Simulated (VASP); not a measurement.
Here is a VASP 6.6.1 calculation.

Contents of INCAR:

```
PREC = Accurate
ENCUT = 500
EDIFF = 1E-6
ISMEAR = -1
SIGMA = 0.05
LREAL = False
LASPH = True
NELM = 120
ALGO = Normal
ISIF = 2
LWAVE = False
LCHARG = True
GGA = CA
LELF = True
LVHAR = True
NBANDS = 18
GGA_COMPAT = False
```

Contents of KPOINTS:

```
regular mesh
0
Gamma
  16 16 9
```

The input POSCAR:

```
Y
1.0
    3.5414388809      0.0000000000      0.0000000000
   -1.7707194404      3.0669760368      0.0000000000
    0.0000000000      0.0000000000      5.5143512357
Y
2
Direct
    0.3333333333      0.6666666667      0.2500000000
    0.6666666667      0.3333333333      0.7500000000
```

Potentials or basis: VASP PAW LDA potentials, release 64 (Y_sv).

Run with:

```sh
$ cat potpaw_LDA.64/Y_sv/POTCAR > POTCAR
$ mpirun -np 1 vasp_std > vasp.out
```

(1) What does it give for the band gap on the k mesh?

(2) Estimate the pressure.

## Answers

(1) zero (bands 11 and 12 overlap by 1.76 eV).

(2) -0.1 GPa.
